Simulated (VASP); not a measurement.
**In2Sb2H10: single point with PBE**

The system is In2Sb2H10, in a box.

```
CELL_PARAMETERS angstrom
15.00000 0.00000 0.00000
0.00000 13.60000 0.00000
0.00000 0.00000 13.90000
ATOMIC_POSITIONS crystal
In 0.44182 0.46637 0.36167
In 0.63177 0.51354 0.64103
Sb 0.57671 0.38171 0.47792
Sb 0.38331 0.62002 0.51157
H 0.48045 0.54965 0.27722
H 0.33951 0.40738 0.36023
H 0.53013 0.27026 0.50523
H 0.64838 0.33575 0.39350
H 0.52060 0.55799 0.64271
H 0.70627 0.58813 0.57879
H 0.66322 0.43329 0.73157
H 0.44064 0.72246 0.54548
H 0.33840 0.59288 0.62091
H 0.29186 0.68382 0.47024
```

| Property | Result |
| --- | --- |
| Program | VASP 6.6.1 |
| Task | single point |
| Functional | PBE |
| Potentials or basis | VASP PAW PBE potentials, release 64 (In_d, Sb_d_GW, H) |
| Cutoff | 400 eV |
| k mesh | 1 × 1 × 1 |
| Occupations | gaussian, width 0.05 eV |
| Spin | no spin polarisation |

The largest force is 0.039 eV/Å and the gap between the frontier levels is 3.86 eV.

Forces on the atoms (eV/Å):
```
In  -0.008 -0.005 -0.001
In   0.007  0.012 -0.007
Sb  -0.013  0.013  0.032
Sb   0.026  0.002 -0.019
H    0.003  0.009 -0.002
H   -0.007 -0.009  0.002
H   -0.004 -0.008  0.000
H    0.026 -0.002 -0.029
H   -0.008  0.004 -0.004
H    0.004 -0.010  0.001
H   -0.001 -0.007  0.008
H    0.013 -0.003  0.003
H   -0.020  0.003  0.010
H   -0.017  0.000  0.005
```

Levels at points of the mesh, in eV from the valence-band top:
| k point | band 29 | band 30 | band 31 | band 32 | band 33 | band 34 | band 35 | band 36 | band 37 | band 38 |
| --- | --- | --- | --- | --- | --- | --- | --- | --- | --- | --- |
| (0.00, 0.00, 0.00) | -1.27 | -1.15 | -0.49 | -0.39 | 0.00 | 3.86 | 4.25 | 4.45 | 4.60 | 4.79 |

Run time: 3.8 min on 1 thread of Intel(R) Xeon(R) 6975P-C (Granite Rapids) (shared host), peak memory 1.4 GiB.

Caveat: spin-orbit coupling is left out, which moves the levels of the heavy elements.
